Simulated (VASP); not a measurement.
# CdTe (P6_3/mmc) in VASP: notebook, part 2 of 2

VASP 6.6.1. Earlier steps stand in the parts before.

### Step 4. Single point, r2SCAN

This run uses another cell than the first one, of 28.50 Å³/atom, 1.091 times its volume.

POSCAR

```
CdTe
1.0
    4.3149846580      0.0000000000      0.0000000000
   -2.1574923290      3.7368863307      0.0000000000
    0.0000000000      0.0000000000      7.0705358697
Cd Te
2 2
Direct
    0.0000000000      0.0000000000      0.0000000000
    0.0000000000      0.0000000000      0.5000000000
    0.3333333333      0.6666666667      0.2500000000
    0.6666666667      0.3333333333      0.7500000000
```

INCAR.step1

```
SYSTEM = CdTe
ALGO = Normal
EDIFF = 1E-4
ENCUT = 520
GGA = PE
ISMEAR = -1
LASPH = .True.
LCHARG = .False.
LREAL = .False.
LWAVE = .True.
NBANDS = 26
NELM = 100
PREC = Accurate
SIGMA = 0.02
```

INCAR.step2

```
SYSTEM = CdTe
ALGO = Normal
EDIFF = 1E-7
ENCUT = 520
ISIF = 2
ISMEAR = -1
ISTART = 1
LASPH = .True.
LCHARG = .False.
LMIXTAU = .True.
LREAL = .False.
LWAVE = .False.
METAGGA = R2SCAN
NBANDS = 26
NELM = 100
PREC = Accurate
SIGMA = 0.02
```

KPOINTS

```
k-points
0
Gamma
  6 6 4
  0 0 0
```

Potentials or basis: VASP PAW PBE potentials, release 64 (Cd, Te).

Launch:

```
$ cat potpaw_PBE.64/Cd/POTCAR potpaw_PBE.64/Te/POTCAR > POTCAR
$ cp INCAR.step1 INCAR
$ mpirun -np 1 vasp_std > vasp.out
$ cp INCAR.step2 INCAR
$ mpirun -np 1 vasp_std > vasp.out
```

OUTCAR:

```text
SYSTEM = CdTe
   EDIFF = 1E-7
   ENCUT = 520
   ISIF = 2
   ISMEAR = -1
   ISTART = 1
   LASPH = .True.
   LREAL = .False.
   METAGGA = R2SCAN
   NELM = 100
   PREC = Accurate

 ion  position               nearest neighbor table
   1  0.000  0.000  0.000-   3 3.05   4 3.05   3 3.05   4 3.05   4 3.05   3 3.05   2 3.54   2 3.54

   2  0.000  0.000  0.500-   3 3.05   4 3.05   3 3.05   4 3.05   4 3.05   3 3.05   1 3.54   1 3.54

   3  0.333  0.667  0.250-   1 3.05   2 3.05   1 3.05   2 3.05   1 3.05   2 3.05
   4  0.667  0.333  0.750-   1 3.05   2 3.05   1 3.05   2 3.05   1 3.05   2 3.05

  LATTYP: Found a hexagonal cell.
 ALAT       =     4.3149846580
 C/A-ratio  =     1.6386004656

  Lattice vectors:

 A1 = (   4.3149846580,   0.0000000000,   0.0000000000)
 A2 = (  -2.1574923290,   3.7368863307,   0.0000000000)
 A3 = (   0.0000000000,   0.0000000000,   7.0705358697)

Analysis of symmetry for initial positions (statically):
=====================================================================
 Subroutine PRICEL returns:
 Original cell was already a primitive cell.

 Routine SETGRP: Setting up the symmetry group for a
 hexagonal supercell.

 Subroutine GETGRP returns: Found 24 space group operations
 (whereof 12 operations were pure point group operations)
 out of a pool of 24 trial point group operations.

The static configuration has the point symmetry D_3d.
 The point group associated with its full space group is D_6h.

Analysis of symmetry for dynamics (positions and initial velocities):
=====================================================================
 Subroutine PRICEL returns:
 Original cell was already a primitive cell.

 Routine SETGRP: Setting up the symmetry group for a
 hexagonal supercell.
[... 118 lines left out ...]
   NUPDOWN=      -1.0000    fix difference up-down
   EMIN   =  10.00;   EMAX   =-10.00  energy-range for DOS
   EFERMI =   0.00;   METHOD = LEGACY
   ISMEAR =    -1;   SIGMA  =   0.02  broadening in eV -4-tet -1-fermi 0-gaus
   EFERMI_NEDOS =   21; number of points for ismear=-14 and -15
   IALGO  =     38    algorithm
   IMIX   =      4    mixing-type and parameters
     AMIX     =   0.40;   BMIX     =  1.00
     AMIX_MAG =   1.60;   BMIX_MAG =  1.00
  volume/ion in A,a.u.               =      28.50       192.34
  Fermi-wavevector in a.u.,A,eV,Ry     =   1.114795  2.106658 16.908896  1.242769
  Thomas-Fermi vector in A             =   2.251394
   LORBIT       =      0    0 simple, 1 ext, 2 COOP (PROOUT), +10 PAW based schemes
   METAGGA = R2SCAN    functional components
   LHFCALC =     F    Hartree Fock is set to
   AEXX    =    0.0000 exact exchange contribution
   IVDW    =     0    specifies the selected vdW correction
   LEPSILON=     F    determine dielectric tensor
   LRPA    =     F    only Hartree local field effects (RPA)
 non-spin polarized calculation
  energy-cutoff  :      520.00
  volume of cell :      114.01
 maximum number of plane-waves:      3114
   NGX = 17   NGY = 17   NGZ = 27

 number of electron      36.0000016 magnetization

 Free energy of the ion-electron system (eV)
  ---------------------------------------------------
  ext. energy  EPLUGINS =         0.00000000
  ---------------------------------------------------
  free energy    TOTEN  =       -92.50928970 eV

  energy without entropy =      -92.50807719  energy(sigma->0) =      -92.50868344

 E-fermi :   3.8303     XC(G=0): -10.1731

 val. band max:        3.8145186623   @ k =   0.1667   0.0000   0.0000
 cond. band min:       4.2193338819   @ k =   0.3333   0.3333   0.2500
 fundamental gap:      0.4048152196
 Fermi energy:         3.8303023342

 k-point     1 :       0.0000    0.0000    0.0000
  band No.  band energies     occupation
      1      -8.2059      2.00000
      2      -7.0790      2.00000
      3      -5.1388      2.00000
      4      -5.1388      2.00000
      5      -5.1168      2.00000
      6      -4.9285      2.00000
[... 598 lines left out ...]
     25      11.9868      0.00000
     26      11.9868      0.00000

------------------------ aborting loop because EDIFF is reached ----------------------------------------

  FORCE on cell =-STRESS in cart. coord.  units (eV):
  Direction    XX          YY          ZZ          XY          YZ          ZX
  --------------------------------------------------------------------------------------
  -------------------------------------------------------------------------------------
  Total        0.1207308      0.1207308      0.1127330      0.0000000      0.0000000      0.0000000
  in kB        1.6966301      1.6966301      1.5842364      0.0000000      0.0000000      0.0000000
  external PRESSURE =       1.6591655 kB  Pullay stress =       0.0000000 kB

 VOLUME and BASIS-vectors are now :
 -----------------------------------------------------------------------------
  energy-cutoff  :      520.00
  volume of cell :      114.01
      direct lattice vectors                 reciprocal lattice vectors
     4.314984658  0.000000000  0.000000000     0.231750534  0.133801233  0.000000000
    -2.157492329  3.736886331  0.000000000     0.000000000  0.267602467  0.000000000
     0.000000000  0.000000000  7.070535870     0.000000000  0.000000000  0.141431996

 POSITION                                       TOTAL-FORCE (eV/Angst)
 -----------------------------------------------------------------------------------
      0.00000      0.00000      0.00000         0.000000      0.000000     -0.000000
      0.00000      0.00000      3.53527         0.000000      0.000000     -0.000000
     -0.00000      2.49126      1.76763        -0.000000      0.000000      0.000000
      2.15749      1.24563      5.30290         0.000000      0.000000      0.000000
 -----------------------------------------------------------------------------------
    total drift:                                0.000000     -0.000000      0.000000

  FREE ENERGIE OF THE ION-ELECTRON SYSTEM (eV)
  ---------------------------------------------------
  free  energy   TOTEN  =       -92.5092897009 eV

  energy  without entropy=      -92.5080771889  energy(sigma->0) =      -92.50868344
```

It took 3.5 min on 1 thread of Intel Xeon Platinum 8259CL at 2.50GHz (Skylake/Cascade Lake), shared host; peak memory 0.27 GiB.

Results:

- Free energy: -92.5093 eV
- Pressure: 0.2 GPa
- Band gap on the k mesh: zero (band 18 reaches 3.81 eV, above the bottom of band 19 at 3.18 eV)

Levels at points of the mesh, in eV from the Fermi level:
```csv
k point,band 14,band 15,band 16,band 17,band 18,band 19,band 20,band 21,band 22,band 23
"(0.00, 0.00, 0.00)",-0.63,-0.63,-0.55,-0.13,-0.13,0.51,2.96,5.26,5.26,6.24
"(0.50, 0.00, 0.00)",-3.75,-3.13,-2.20,-2.20,-0.13,1.58,2.53,3.25,4.32,6.29
"(0.00, 0.00, 0.50)",-3.54,-0.35,-0.35,-0.35,-0.35,2.67,2.67,5.33,5.33,5.33
"(0.50, 0.00, 0.50)",-4.96,-1.44,-1.44,-1.36,-1.36,1.15,1.15,4.48,4.48,6.70
```

Caveat: the PAW data sets were made with another functional, which shifts forces and pressure a little; spin-orbit coupling is left out, which moves the levels of the heavy elements.

### Step 5. The runs side by side

```tsv
task	level	cell	k mesh	cutoff (eV)	gap on the mesh (eV)	pressure (GPa)
relaxation of cell and atoms	PBE	relaxed from a = 4.199, b = 4.199, c = 6.844 Å, angles 90.0, 90.0, 120.0°, 4 atoms	6 × 6 × 4	600	none	0.0
single point	r2SCAN	a = 4.315, b = 4.315, c = 7.071 Å, angles 90.0, 90.0, 120.0°, 4 atoms	12 × 12 × 4	520	none	0.1
single point	r2SCAN	a = 4.315, b = 4.315, c = 7.071 Å, angles 90.0, 90.0, 120.0°, 4 atoms	6 × 6 × 4	520	none	0.2
```

Alike in all rows: potentials or basis VASP PAW PBE potentials, release 64 (Cd, Te); no spin polarisation; smearing fermi-dirac 0.02 eV.

Caveats: spin-orbit coupling is left out, which moves the levels of the heavy elements; the PAW data sets were made with another functional, which shifts forces and pressure a little (some runs).

Absolute energies hang on the potentials; compare differences alone.
